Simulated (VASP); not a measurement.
Here is a VASP 6.6.1 calculation.

Contents of INCAR:

```
SYSTEM = Cd
  PREC = Accurate
  ENCUT = 630
  EDIFF = 1E-6
  ISMEAR = -1
  SIGMA = 0.03
  LREAL = .FALSE.
  LASPH = .TRUE.
  NELM = 120
  ALGO = Normal
  ISIF = 2
  LWAVE = .FALSE.
  LCHARG = .TRUE.
  GGA = CA
  LELF = .TRUE.
  LVHAR = .TRUE.
  NBANDS = 27
  GGA_COMPAT = .FALSE.
```

KPOINTS

```
Automatic mesh
0
G
  13 13 6
  0 0 0
```

The input POSCAR:

```
Cd
1.0
    2.8818641727      0.0000000000      0.0000000000
   -1.4409320863      2.4957675838      0.0000000000
    0.0000000000      0.0000000000      5.6383707528
Cd
2
Direct
    0.3333333333      0.6666666667      0.2500000000
    0.6666666667      0.3333333333      0.7500000000
```

Potentials or basis: VASP PAW LDA potentials, release 64 (Cd_sv_GW).

Command:

```bash
$ cat potpaw_LDA.64/Cd_sv_GW/POTCAR > POTCAR
$ mpirun -np 1 vasp_std > vasp.out
```

Predict the pressure.

0.0 GPa.

What does it give for the band gap on the k mesh?

Zero (bands 20 and 21 overlap by 4.68 eV).

Stress tensor (GPa, compression positive):
```
 1.13  0.00  0.00
 0.00  1.13  0.00
 0.00  0.00 -2.26
```
